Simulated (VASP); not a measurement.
# KMgBr3 (Pm-3m) in VASP: notebook

KMgBr3 is run at these levels: PBEsol; tasks: single point, relaxation of cell and atoms.

Everything below comes from runs of VASP 6.6.1. Logs are shortened: lines on timing, memory, paths and dates and some standing lists are left out, and cuts for length are marked.

## Step 1: The cell of the first run

The structure is cubic, space group Pm-3m (No. 221). The conventional cell has a = 5.270 Å, b = 5.270 Å, c = 5.270 Å, α = 90.00°, β = 90.00°, γ = 90.00°. Within 4.9 Å of K (site symmetry m-3m) lie 12 Br at 3.73 Å and 8 Mg at 4.56 Å. Within 3.5 Å of Mg (site symmetry m-3m) lie 6 Br at 2.64 Å. Br (site symmetry 4/mmm) has 2 Mg at 2.64 Å within 3.5 Å.

## Step 2: Single point, PBEsol

INCAR reads:

```
PREC = Accurate
ENCUT = 520
EDIFF = 1E-6
ISMEAR = -1
SIGMA = 0.03
LREAL = F
LASPH = T
NELM = 80
ALGO = Normal
ISIF = 2
LWAVE = F
LCHARG = T
GGA = PS
LELF = T
LVHAR = T
NBANDS = 24
```

KPOINTS reads:

```
regular mesh
0
Gamma
  4 4 4
```

POSCAR reads:

```
KMgBr3
1.0
    5.2704165116      0.0000000000      0.0000000000
    0.0000000000      5.2704165116      0.0000000000
    0.0000000000      0.0000000000      5.2704165116
K Mg Br
1 1 3
Direct
    0.0000000000      0.0000000000      0.0000000000
    0.5000000000      0.5000000000      0.5000000000
    0.5000000000      0.5000000000      0.0000000000
    0.5000000000      0.0000000000      0.5000000000
    0.0000000000      0.5000000000      0.5000000000
```

Potentials or basis: VASP PAW PBE potentials, release 64 (K_sv, Mg, Br).

On the command line:

```console
$ cat potpaw_PBE.64/K_sv/POTCAR potpaw_PBE.64/Mg/POTCAR potpaw_PBE.64/Br/POTCAR > POTCAR
$ mpirun -np 1 vasp_std > vasp.out
```

OUTCAR:

```text
PREC = Accurate
   ENCUT = 520
   EDIFF = 1E-6
   ISMEAR = -1
   LREAL = F
   LASPH = T
   NELM = 80
   ISIF = 2
   GGA = PS

 ion  position               nearest neighbor table
   1  0.000  0.000  0.000-
   2  0.500  0.500  0.500-   3 2.64   4 2.64   5 2.64   3 2.64   4 2.64   5 2.64
   3  0.500  0.500  0.000-   2 2.64   2 2.64
   4  0.500  0.000  0.500-   2 2.64   2 2.64
   5  0.000  0.500  0.500-   2 2.64   2 2.64

  LATTYP: Found a simple cubic cell.
 ALAT       =     5.2704165116

  Lattice vectors:

 A1 = (   5.2704165116,   0.0000000000,   0.0000000000)
 A2 = (   0.0000000000,   5.2704165116,   0.0000000000)
 A3 = (   0.0000000000,   0.0000000000,   5.2704165116)

Analysis of symmetry for initial positions (statically):
=====================================================================
 Subroutine PRICEL returns:
 Original cell was already a primitive cell.

 Routine SETGRP: Setting up the symmetry group for a
 simple cubic supercell.

 Subroutine GETGRP returns: Found 48 space group operations
 (whereof 48 operations were pure point group operations)
 out of a pool of 48 trial point group operations.

The static configuration has the point symmetry O_h .

Analysis of symmetry for dynamics (positions and initial velocities):
=====================================================================
 Subroutine PRICEL returns:
 Original cell was already a primitive cell.

 Routine SETGRP: Setting up the symmetry group for a
 simple cubic supercell.

 Subroutine GETGRP returns: Found 48 space group operations
 (whereof 48 operations were pure point group operations)
 out of a pool of 48 trial point group operations.

The dynamic configuration has the point symmetry O_h .

 Subroutine INISYM returns: Found 48 space group operations
 (whereof 48 operations are pure point group operations),
 and found     1 'primitive' translations

----------------------------------------------------------------------------------------

                                     Primitive cell

  volume of cell :     146.3979

  direct lattice vectors                    reciprocal lattice vectors
     5.270416512  0.000000000  0.000000000     0.189738325  0.000000000  0.000000000
     0.000000000  5.270416512  0.000000000     0.000000000  0.189738325  0.000000000
     0.000000000  0.000000000  5.270416512     0.000000000  0.000000000  0.189738325

  length of vectors
     5.270416512  5.270416512  5.270416512     0.189738325  0.189738325  0.189738325

  position of ions in fractional coordinates (direct lattice)
     0.000000000  0.000000000  0.000000000
     0.500000000  0.500000000  0.500000000
     0.500000000  0.500000000  0.000000000
     0.500000000  0.000000000  0.500000000
     0.000000000  0.500000000  0.500000000

  ion indices of the primitive-cell ions
   primitive index   ion index
                 1           1
                 2           2
                 3           3
                 4           4
                 5           5

----------------------------------------------------------------------------------------

 KPOINTS: regular mesh

Automatic generation of k-mesh.
 Grid dimensions read from file:
 generate k-points for:    4    4    4

 Generating k-lattice:

  Cartesian coordinates                     Fractional coordinates (reciprocal lattice)
     0.047434581  0.000000000  0.000000000     0.250000000  0.000000000  0.000000000
     0.000000000  0.047434581  0.000000000     0.000000000  0.250000000  0.000000000
     0.000000000  0.000000000  0.047434581     0.000000000  0.000000000  0.250000000

  Length of vectors
     0.047434581  0.047434581  0.047434581

  Shift w.r.t. Gamma in fractional coordinates (k-lattice)
     0.000000000  0.000000000  0.000000000

 Subroutine IBZKPT returns following result:
 ===========================================

 Found     10 irreducible k-points:

 Following reciprocal coordinates:
            Coordinates               Weight
  0.000000  0.000000  0.000000      1.000000
  0.250000  0.000000  0.000000      6.000000
  0.500000  0.000000  0.000000      3.000000
  0.250000  0.250000  0.000000     12.000000
  0.500000  0.250000  0.000000     12.000000
  0.500000  0.500000  0.000000      3.000000
  0.250000  0.250000  0.250000      8.000000
  0.500000  0.250000  0.250000     12.000000
  0.500000  0.500000  0.250000      6.000000
  0.500000  0.500000  0.500000      1.000000
   k-points           NKPTS =     10   k-points in BZ     NKDIM =     10   number of bands    NBANDS=     24
   number of dos      NEDOS =    301   number of ions     NIONS =      5
   total plane-waves  NPLWV =  64000
   dimension x,y,z NGX =    40 NGY =   40 NGZ =   40
   dimension x,y,z NGXF=    80 NGYF=   80 NGZF=   80
   ions per type =               1   1   3
   NGX,Y,Z   is equivalent  to a cutoff of  12.62, 12.62, 12.62 a.u.
   NGXF,Y,Z  is equivalent  to a cutoff of  25.23, 25.23, 25.23 a.u.
 SYSTEM =  unknown system
   PREC   = accura    normal or accurate (medium, high low for compatibility)
   ISTART =      0    job   : 0-new  1-cont  2-samecut
   ICHARG =      2    charge: 1-file 2-atom 10-const
   ISPIN  =      1    spin polarized calculation?
   LNONCOLLINEAR =      F non collinear calculations
   LSORBIT =      F    spin-orbit coupling
   LASPH  =      T    aspherical Exc in radial PAW
   ENCUT  =  520.0 eV  38.22 Ry    6.18 a.u.   9.80  9.80  9.80*2*pi/ulx,y,z
   NELM   =     80;   NELMIN=  2; NELMDL= -5     # of ELM steps
   EDIFF  = 0.1E-05   stopping-criterion for ELM
   LREAL  =      F    real-space projection
   EDIFFG = 0.1E-04   stopping-criterion for IOM
   NSW    =      0    number of steps for IOM
   IBRION =     -1    ionic relax: 0-MD 1-quasi-New 2-CG
   NFREE  =      0    steps in history (QN), initial steepest desc. (CG)
   ISIF   =      2    stress and relaxation
   ISYM   =      2    0-nonsym 1-usesym 2-fastsym
   POTIM  = 0.5000    time-step for ionic-motion
   TEBEG  =    0.0;   TEEND  =   0.0 temperature during run
   PSTRESS=    0.0 pullay stress
   NELECT =      32.0000    total number of electrons
   NUPDOWN=      -1.0000    fix difference up-down
   EMIN   =  10.00;   EMAX   =-10.00  energy-range for DOS
   EFERMI =   0.00;   METHOD = LEGACY
   ISMEAR =    -1;   SIGMA  =   0.03  broadening in eV -4-tet -1-fermi 0-gaus
   EFERMI_NEDOS =   21; number of points for ismear=-14 and -15
   IALGO  =     38    algorithm
   IMIX   =      4    mixing-type and parameters
     AMIX     =   0.40;   BMIX     =  1.00
     AMIX_MAG =   1.60;   BMIX_MAG =  1.00
  volume/ion in A,a.u.               =      29.28       197.59
  Fermi-wavevector in a.u.,A,eV,Ry     =   0.986158  1.863569 13.231772  0.972508
  Thomas-Fermi vector in A             =   2.117518
   LORBIT       =      0    0 simple, 1 ext, 2 COOP (PROOUT), +10 PAW based schemes
   GGA     = PS    functional components
   LHFCALC =     F    Hartree Fock is set to
   AEXX    =    0.0000 exact exchange contribution
   IVDW    =     0    specifies the selected vdW correction
   LEPSILON=     F    determine dielectric tensor
   LRPA    =     F    only Hartree local field effects (RPA)
 non-spin polarized calculation
  energy-cutoff  :      520.00
  volume of cell :      146.40
 maximum number of plane-waves:      3952
 NGX is ok and might be reduce to    40
   NGX = 19   NGY = 19   NGZ = 19

 number of electron      31.9999998 magnetization

 Free energy of the ion-electron system (eV)
  ---------------------------------------------------
  ext. energy  EPLUGINS =         0.00000000
  ---------------------------------------------------
  free energy    TOTEN  =       -16.18217795 eV

  energy without entropy =      -16.18217795  energy(sigma->0) =      -16.18217795

 E-fermi :   0.7858     XC(G=0):  -8.2771

 val. band max:        0.0063619769   @ k =   0.5000   0.5000   0.5000
 cond. band min:       2.7559821889   @ k =   0.0000   0.0000   0.0000
 fundamental gap:      2.7496202120
 Fermi energy:         0.7857621765

 k-point     1 :       0.0000    0.0000    0.0000
  band No.  band energies     occupation
      1     -28.5923      2.00000
      2     -13.8921      2.00000
      3     -13.0842      2.00000
      4     -13.0842      2.00000
      5     -12.1267      2.00000
      6     -12.1267      2.00000
[... 16 lines left out ...]
     23       6.3837      0.00000
     24       9.4923      0.00000

 k-point     2 :       0.2500    0.0000    0.0000
  band No.  band energies     occupation
      1     -28.5922      2.00000
      2     -13.8075      2.00000
      3     -13.1969      2.00000
      4     -13.0806      2.00000
      5     -12.1254      2.00000
      6     -12.1254      2.00000
[... 16 lines left out ...]
     23       7.1151      0.00000
     24       8.7340      0.00000

 k-point     3 :       0.5000    0.0000    0.0000
  band No.  band energies     occupation
      1     -28.5920      2.00000
      2     -13.6776      2.00000
      3     -13.3517      2.00000
      4     -13.0770      2.00000
      5     -12.1241      2.00000
      6     -12.1241      2.00000
[... 16 lines left out ...]
     23       8.0839      0.00000
     24       8.5966      0.00000
[... 136 lines left out ...]
 k-point     9 :       0.5000    0.5000    0.2500
  band No.  band energies     occupation
      1     -28.5916      2.00000
      2     -13.3516      2.00000
      3     -13.3484      2.00000
      4     -13.3484      2.00000
      5     -12.1298      2.00000
      6     -12.1207      2.00000
[... 16 lines left out ...]
     23       8.0866      0.00000
     24       8.5259      0.00000

 k-point    10 :       0.5000    0.5000    0.5000
  band No.  band energies     occupation
      1     -28.5915      2.00000
      2     -13.3315      2.00000
      3     -13.3315      2.00000
      4     -13.3315      2.00000
      5     -12.1379      2.00000
      6     -12.1379      2.00000
[... 16 lines left out ...]
     23       8.2246      0.00000
     24       8.9544      0.00000

------------------------ aborting loop because EDIFF is reached ----------------------------------------

  FORCE on cell =-STRESS in cart. coord.  units (eV):
  Direction    XX          YY          ZZ          XY          YZ          ZX
  --------------------------------------------------------------------------------------
  -------------------------------------------------------------------------------------
  Total       -0.0300670     -0.0300670     -0.0300670      0.0000000      0.0000000     -0.0000000
  in kB       -0.3290531     -0.3290531     -0.3290531      0.0000000      0.0000000     -0.0000000
  external PRESSURE =      -0.3290531 kB  Pullay stress =       0.0000000 kB

 VOLUME and BASIS-vectors are now :
 -----------------------------------------------------------------------------
  energy-cutoff  :      520.00
  volume of cell :      146.40
      direct lattice vectors                 reciprocal lattice vectors
     5.270416512  0.000000000  0.000000000     0.189738325  0.000000000  0.000000000
     0.000000000  5.270416512  0.000000000     0.000000000  0.189738325  0.000000000
     0.000000000  0.000000000  5.270416512     0.000000000  0.000000000  0.189738325

 POSITION                                       TOTAL-FORCE (eV/Angst)
 -----------------------------------------------------------------------------------
      0.00000      0.00000      0.00000         0.000000      0.000000      0.000000
      2.63521      2.63521      2.63521         0.000000      0.000000      0.000000
      2.63521      2.63521      0.00000         0.000000      0.000000      0.000000
      2.63521      0.00000      2.63521         0.000000      0.000000      0.000000
      0.00000      2.63521      2.63521         0.000000      0.000000      0.000000
 -----------------------------------------------------------------------------------
    total drift:                                0.000000     -0.000000     -0.000000

  FREE ENERGIE OF THE ION-ELECTRON SYSTEM (eV)
  ---------------------------------------------------
  free  energy   TOTEN  =       -16.1821779468 eV

  energy  without entropy=      -16.1821779468  energy(sigma->0) =      -16.18217795
```

Wall time 48 s (1 thread of Intel Xeon 8259CL, shared host); peak memory 0.26 GiB.

What came out:

```
Free energy            : -16.1822 eV
Pressure               : 0.0 GPa
Band gap on the k mesh : 2.75 eV (least direct gap 3.25 eV)
```

Caveat: the PAW data sets were made with another functional, which shifts forces and pressure a little. A k mesh can miss the band edges.

## Step 3: Relaxation of cell and atoms, PBEsol

This run uses another cell than the first one, of 26.68 Å³/atom.

INCAR reads:

```
SYSTEM = KMgBr3
ALGO = Normal ; EDIFF = 1E-7
EDIFFG = -0.01 ; ENCUT = 600
GGA = PS ; IBRION = 2
ISIF = 3 ; ISMEAR = -1
LASPH = .TRUE. ; LCHARG = .FALSE.
LREAL = .FALSE. ; LWAVE = .FALSE.
NELM = 60 ; NSW = 100
PREC = Accurate ; SIGMA = 0.03
```

KPOINTS reads:

```
k-points
0
G
  4 4 4
  0 0 0
```

POSCAR, as its differences from that of step 2:

```diff
@@ -2,5 +2,5 @@
 1.0
-    5.2704165116      0.0000000000      0.0000000000
-    0.0000000000      5.2704165116      0.0000000000
-    0.0000000000      0.0000000000      5.2704165116
+    5.1095817000      0.0000000000      0.0000000000
+    0.0000000000      5.1095817000      0.0000000000
+    0.0000000000      0.0000000000      5.1095817000
 K Mg Br
```

Potentials or basis: VASP PAW PBE potentials, release 64 (K_sv, Mg, Br).

On the command line:

```console
$ cat potpaw_PBE.64/K_sv/POTCAR potpaw_PBE.64/Mg/POTCAR potpaw_PBE.64/Br/POTCAR > POTCAR
$ mpirun -np 1 vasp_std > vasp.out
```

Run time: 2.8 min. Hardware: 1 thread of Intel Xeon 8259CL, shared host; peak memory 0.29 GiB.

The run converged. Its results:

```yaml
Free_energy: -16.1821 eV
Relaxed_volume: 29.28 Å³/atom
Relaxed_cell: a = 5.271 Å, b = 5.271 Å, c = 5.271 Å, α = 90.00°, β = 90.00°, γ = 90.00°
Space_group_after_relaxing_to_0.1_Å: Pm-3m (No. 221)
Energy_gained_by_relaxing: 23.4 meV/atom
Ionic_steps: 3
Pressure_after_relaxing: 0.0 GPa
Band_gap_on_the_k_mesh: 2.75 eV (least direct gap 3.25 eV)
```

Step by step:
| step | energy change (eV) | largest force (eV/Å) | pressure (GPa) | volume (Å³) |
| --- | --- | --- | --- | --- |
| 1 | 0.0000 | 0.0000 | 3.18 | 133.40 |
| 2 | -0.1138 | 0.0000 | 0.47 | 143.90 |
| 3 | -0.1172 | 0.0000 | -0.03 | 146.42 |

Final structure:
```xyz
5
Lattice="5.2707 0.0000 0.0000 0.0000 5.2707 0.0000 0.0000 0.0000 5.2707" Properties=species:S:1:pos:R:3 pbc="T T T"
K     0.0000    0.0000    0.0000
Mg    2.6353    2.6353    2.6353
Br    2.6353    2.6353    0.0000
Br    2.6353    0.0000    2.6353
Br    0.0000    2.6353    2.6353
```

Levels at points of the mesh, in eV from the valence-band top:
```
           k point  band 14  band 15  band 16  band 17  band 18  band 19
(0.00, 0.00, 0.00)    -0.50    -0.50    -0.50     2.75     4.18     5.99
(0.50, 0.00, 0.00)    -1.11    -0.66    -0.66     5.05     6.19     6.27
(0.50, 0.50, 0.00)    -1.34    -1.14    -0.02     6.78     6.78     7.00
(0.50, 0.50, 0.50)     0.00     0.00     0.00     5.22     5.58     5.58
```

Caveat: the PAW data sets were made with another functional, which shifts forces and pressure a little. A k mesh can miss the band edges.
